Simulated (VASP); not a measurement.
# MgSi (P4/mmm) in VASP: further runs, part 2 of 2

VASP 6.6.1. The steps go on from the part before.

## 3. Single point, r2SCAN

This run uses another cell than the first one, of the same volume but with other edges.

File POSCAR:

```
MgSi
1.0
    2.8614762150      0.0000000000      0.0000000000
    0.0000000000      2.8614762150      0.0000000000
    0.0000000000      0.0000000000      4.2390926739
Mg Si
1 1
Direct
    0.0000000000      0.0000000000      0.0000000000
    0.5000000000      0.5000000000      0.5000000000
```

File INCAR.step1:

```
ALGO = Normal
EDIFF = 1E-4
ENCUT = 520
GGA = PE
ISMEAR = 0
LASPH = True
LCHARG = False
LREAL = False
LWAVE = True
NBANDS = 10
NELM = 100
PREC = Accurate
SIGMA = 0.15
```

File INCAR.step2:

```
ALGO = Normal
EDIFF = 1E-7
ENCUT = 520
ISIF = 2
ISMEAR = 0
ISTART = 1
LASPH = True
LCHARG = False
LMIXTAU = True
LREAL = False
LWAVE = False
METAGGA = R2SCAN
NBANDS = 10
NELM = 100
PREC = Accurate
SIGMA = 0.15
```

File KPOINTS:

```
k-points
0
Gamma
  18 18 14
```

Potentials or basis: VASP PAW PBE potentials, release 64 (Mg, Si).

Started as:

```
cat potpaw_PBE.64/Mg/POTCAR potpaw_PBE.64/Si/POTCAR > POTCAR
cp INCAR.step1 INCAR
mpirun -np 1 vasp_std > vasp.out
cp INCAR.step2 INCAR
mpirun -np 1 vasp_std > vasp.out
```

OUTCAR:

```text
EDIFF = 1E-7
   ENCUT = 520
   ISIF = 2
   ISMEAR = 0
   ISTART = 1
   LASPH = True
   LREAL = False
   METAGGA = R2SCAN
   NELM = 100
   PREC = Accurate

 ion  position               nearest neighbor table
   1  0.000  0.000  0.000-   2 2.93   2 2.93   2 2.93   2 2.93   2 2.93   2 2.93   2 2.93   2 2.93

   2  0.500  0.500  0.500-   1 2.93   1 2.93   1 2.93   1 2.93   1 2.93   1 2.93   1 2.93   1 2.93

  LATTYP: Found a simple tetragonal cell.
 ALAT       =     2.8614762150
 C/A-ratio  =     1.4814355792

  Lattice vectors:

 A1 = (   2.8614762150,   0.0000000000,   0.0000000000)
 A2 = (   0.0000000000,   2.8614762150,   0.0000000000)
 A3 = (   0.0000000000,   0.0000000000,   4.2390926739)

Analysis of symmetry for initial positions (statically):
=====================================================================
 Subroutine PRICEL returns:
 Original cell was already a primitive cell.

 Routine SETGRP: Setting up the symmetry group for a
 simple tetragonal supercell.

 Subroutine GETGRP returns: Found 16 space group operations
 (whereof 16 operations were pure point group operations)
 out of a pool of 16 trial point group operations.

The static configuration has the point symmetry D_4h.

Analysis of symmetry for dynamics (positions and initial velocities):
=====================================================================
 Subroutine PRICEL returns:
 Original cell was already a primitive cell.

 Routine SETGRP: Setting up the symmetry group for a
 simple tetragonal supercell.

 Subroutine GETGRP returns: Found 16 space group operations
 (whereof 16 operations were pure point group operations)
 out of a pool of 16 trial point group operations.

The dynamic configuration has the point symmetry D_4h.

 Subroutine INISYM returns: Found 16 space group operations
 (whereof 16 operations are pure point group operations),
 and found     1 'primitive' translations

----------------------------------------------------------------------------------------

                                     Primitive cell

  volume of cell :      34.7099

  direct lattice vectors                    reciprocal lattice vectors
     2.861476215  0.000000000  0.000000000     0.349469968  0.000000000  0.000000000
     0.000000000  2.861476215  0.000000000     0.000000000  0.349469968  0.000000000
     0.000000000  0.000000000  4.239092674     0.000000000  0.000000000  0.235899537

  length of vectors
     2.861476215  2.861476215  4.239092674     0.349469968  0.349469968  0.235899537

  position of ions in fractional coordinates (direct lattice)
     0.000000000  0.000000000  0.000000000
     0.500000000  0.500000000  0.500000000

  ion indices of the primitive-cell ions
   primitive index   ion index
                 1           1
                 2           2

----------------------------------------------------------------------------------------

 KPOINTS: k-points

Automatic generation of k-mesh.
 Grid dimensions read from file:
 generate k-points for:   18   18   14

 Generating k-lattice:

  Cartesian coordinates                     Fractional coordinates (reciprocal lattice)
     0.019414998  0.000000000  0.000000000     0.055555556  0.000000000  0.000000000
     0.000000000  0.019414998  0.000000000     0.000000000  0.055555556  0.000000000
     0.000000000  0.000000000  0.016849967     0.000000000  0.000000000  0.071428571

  Length of vectors
     0.019414998  0.019414998  0.016849967

  Shift w.r.t. Gamma in fractional coordinates (k-lattice)
     0.000000000  0.000000000  0.000000000

 Subroutine IBZKPT returns following result:
 ===========================================

 Found    440 irreducible k-points:

 Following reciprocal coordinates:
            Coordinates               Weight
  0.000000  0.000000  0.000000      1.000000
  0.055556  0.000000  0.000000      4.000000
  0.111111  0.000000  0.000000      4.000000
  0.166667  0.000000  0.000000      4.000000
  0.222222  0.000000  0.000000      4.000000
  0.277778  0.000000  0.000000      4.000000
[... 16 lines left out ...]
  0.277778  0.111111  0.000000      8.000000
  0.333333  0.111111  0.000000      8.000000
 [... further k-points ...]
   k-points           NKPTS =    440   k-points in BZ     NKDIM =    440   number of bands    NBANDS=     10
   number of dos      NEDOS =    301   number of ions     NIONS =      2
   total plane-waves  NPLWV =  18432
   dimension x,y,z NGX =    24 NGY =   24 NGZ =   32
   dimension x,y,z NGXF=    48 NGYF=   48 NGZF=   64
   ions per type =               1   1
   NGX,Y,Z   is equivalent  to a cutoff of  13.94, 13.94, 12.55 a.u.
   NGXF,Y,Z  is equivalent  to a cutoff of  27.89, 27.89, 25.10 a.u.
 SYSTEM =  unknown system
   PREC   = accura    normal or accurate (medium, high low for compatibility)
   ISTART =      1    job   : 0-new  1-cont  2-samecut
   ICHARG =      0    charge: 1-file 2-atom 10-const
   ISPIN  =      1    spin polarized calculation?
   LNONCOLLINEAR =      F non collinear calculations
   LSORBIT =      F    spin-orbit coupling
   LASPH  =      T    aspherical Exc in radial PAW
   ENCUT  =  520.0 eV  38.22 Ry    6.18 a.u.   5.32  5.32  7.88*2*pi/ulx,y,z
   NELM   =    100;   NELMIN=  2; NELMDL=  0     # of ELM steps
   EDIFF  = 0.1E-06   stopping-criterion for ELM
   LREAL  =      F    real-space projection
   EDIFFG = 0.1E-05   stopping-criterion for IOM
   NSW    =      0    number of steps for IOM
   IBRION =     -1    ionic relax: 0-MD 1-quasi-New 2-CG
   NFREE  =      0    steps in history (QN), initial steepest desc. (CG)
   ISIF   =      2    stress and relaxation
   ISYM   =      2    0-nonsym 1-usesym 2-fastsym
   POTIM  = 0.5000    time-step for ionic-motion
   TEBEG  =    0.0;   TEEND  =   0.0 temperature during run
   PSTRESS=    0.0 pullay stress
   NELECT =       6.0000    total number of electrons
   NUPDOWN=      -1.0000    fix difference up-down
   EMIN   =  10.00;   EMAX   =-10.00  energy-range for DOS
   EFERMI =   0.00;   METHOD = LEGACY
   ISMEAR =     0;   SIGMA  =   0.15  broadening in eV -4-tet -1-fermi 0-gaus
   EFERMI_NEDOS =   21; number of points for ismear=-14 and -15
   IALGO  =     38    algorithm
   IMIX   =      4    mixing-type and parameters
     AMIX     =   0.40;   BMIX     =  1.00
     AMIX_MAG =   1.60;   BMIX_MAG =  1.00
  volume/ion in A,a.u.               =      17.35       117.12
  Fermi-wavevector in a.u.,A,eV,Ry     =   0.911957  1.723348 11.315488  0.831665
  Thomas-Fermi vector in A             =   2.036296
   LORBIT       =      0    0 simple, 1 ext, 2 COOP (PROOUT), +10 PAW based schemes
   METAGGA = R2SCAN    functional components
   LHFCALC =     F    Hartree Fock is set to
   AEXX    =    0.0000 exact exchange contribution
   IVDW    =     0    specifies the selected vdW correction
   LEPSILON=     F    determine dielectric tensor
   LRPA    =     F    only Hartree local field effects (RPA)
 non-spin polarized calculation
 Gauss-broadening in eV      SIGMA  =   0.15
  energy-cutoff  :      520.00
  volume of cell :       34.71
 maximum number of plane-waves:       976
 NGX is ok and might be reduce to    24

 number of electron       6.0000000 magnetization

 Free energy of the ion-electron system (eV)
  ---------------------------------------------------
  ext. energy  EPLUGINS =         0.00000000
  ---------------------------------------------------
  free energy    TOTEN  =       -12.57942197 eV

  energy without entropy =      -12.57082737  energy(sigma->0) =      -12.57512467

 E-fermi :   6.2046     XC(G=0): -10.4926

 val. band max:        6.1999243714   @ k =   0.1667   0.1667   0.0714
 cond. band min:       6.2164630484   @ k =   0.4444   0.3333   0.2857
 fundamental gap:      0.0165386770
 Fermi energy:         6.2045970484

 k-point     1 :       0.0000    0.0000    0.0000
  band No.  band energies     occupation
      1      -5.7849      2.00000
      2       2.6943      2.00000
      3       4.6476      2.00000
      4      11.3564      0.00000
      5      11.3564      0.00000
      6      12.2295      0.00000
      7      16.0270      0.00000
      8      19.6110      0.00000
      9      19.6435      0.00000
     10      19.6435      0.00000
[... 287 lines left out ...]
 k-point    24 :       0.3333    0.1111    0.0000
  band No.  band energies     occupation
      1      -3.5523      2.00000
      2       2.9129      2.00000
      3       4.6690      2.00000
      4       6.8996      0.00000
      5      10.5780      0.00000
      6      11.4253      0.00000
      7      12.9746      0.00000
      8      17.1449      0.00000
      9      18.6195      0.00000
     10      18.8184      0.00000

 [... further k-points ...]
[... 5 lines left out ...]
  --------------------------------------------------------------------------------------
  -------------------------------------------------------------------------------------
  Total        0.1332777      0.1332777     -1.5301873      0.0000000      0.0000000     -0.0000000
  in kB        6.1519813      6.1519813    -70.6320786      0.0000000      0.0000000     -0.0000000
  external PRESSURE =     -19.4427053 kB  Pullay stress =       0.0000000 kB

 VOLUME and BASIS-vectors are now :
 -----------------------------------------------------------------------------
  energy-cutoff  :      520.00
  volume of cell :       34.71
      direct lattice vectors                 reciprocal lattice vectors
     2.861476215  0.000000000  0.000000000     0.349469968  0.000000000  0.000000000
     0.000000000  2.861476215  0.000000000     0.000000000  0.349469968  0.000000000
     0.000000000  0.000000000  4.239092674     0.000000000  0.000000000  0.235899537

 POSITION                                       TOTAL-FORCE (eV/Angst)
 -----------------------------------------------------------------------------------
      0.00000      0.00000      0.00000         0.000000      0.000000      0.000000
      1.43074      1.43074      2.11955         0.000000      0.000000      0.000000
 -----------------------------------------------------------------------------------
    total drift:                               -0.000000     -0.000000     -0.000000

  FREE ENERGIE OF THE ION-ELECTRON SYSTEM (eV)
  ---------------------------------------------------
  free  energy   TOTEN  =       -12.5794219736 eV

  energy  without entropy=      -12.5708273698  energy(sigma->0) =      -12.57512467
```

OUTCAR.step1:

```text
EDIFF = 1E-4
   ENCUT = 520
   GGA = PE
   ISMEAR = 0
   LASPH = True
[... 535 lines left out ...]
 -----------------------------------------------------------------------------------
      0.00000      0.00000      0.00000         0.000000      0.000000      0.000000
      1.43074      1.43074      2.11955         0.000000      0.000000      0.000000
 -----------------------------------------------------------------------------------
    total drift:                               -0.000000     -0.000000     -0.000000

  FREE ENERGIE OF THE ION-ELECTRON SYSTEM (eV)
  ---------------------------------------------------
  free  energy   TOTEN  =        -6.6918685369 eV

  energy  without entropy=       -6.6830226479  energy(sigma->0) =       -6.68744559
```

OSZICAR.step1:

```text
N       E                     dE             d eps       ncg     rms          rms(c)
DAV:   1     0.347538987723E+01    0.34754E+01   -0.25467E+03  9136   0.469E+02
DAV:   2    -0.654735982886E+01   -0.10023E+02   -0.95660E+01 11602   0.598E+01
DAV:   3    -0.681701882715E+01   -0.26966E+00   -0.26659E+00 11090   0.831E+00
DAV:   4    -0.681835909185E+01   -0.13403E-02   -0.13400E-02 10822   0.658E-01
DAV:   5    -0.681836643920E+01   -0.73474E-05   -0.73473E-05 10874   0.471E-02    0.243E+00
DAV:   6    -0.671970477922E+01    0.98662E-01   -0.14164E-01  9492   0.121E+00    0.142E+00
DAV:   7    -0.669478355274E+01    0.24921E-01   -0.50970E-02 10388   0.822E-01    0.412E-01
DAV:   8    -0.669190362465E+01    0.28799E-02   -0.40145E-03  9636   0.304E-01    0.111E-01
DAV:   9    -0.669186853685E+01    0.35088E-04   -0.19977E-04  9658   0.724E-02
   1 F= -.66918685E+01 E0= -.66874456E+01  d E =-.884589E-02
```

Run time: 5 min. Hardware: 1 thread of Intel Xeon Platinum 8259CL at 2.50GHz (Skylake/Cascade Lake), shared host; peak memory 0.29 GiB.

Results:

```
Free energy            : -12.5794 eV
Pressure               : -1.9 GPa
Band gap on the k mesh : zero (bands 3 and 4 overlap by 7.07 eV)
```

Stress tensor (GPa, compression positive):
```
 0.62  0.00  0.00
 0.00  0.62  0.00
 0.00  0.00 -7.06
```

Caveat: the stress differs along the axes, from -7 to 1 GPa; the PAW data sets were made with another functional, which shifts forces and pressure a little.
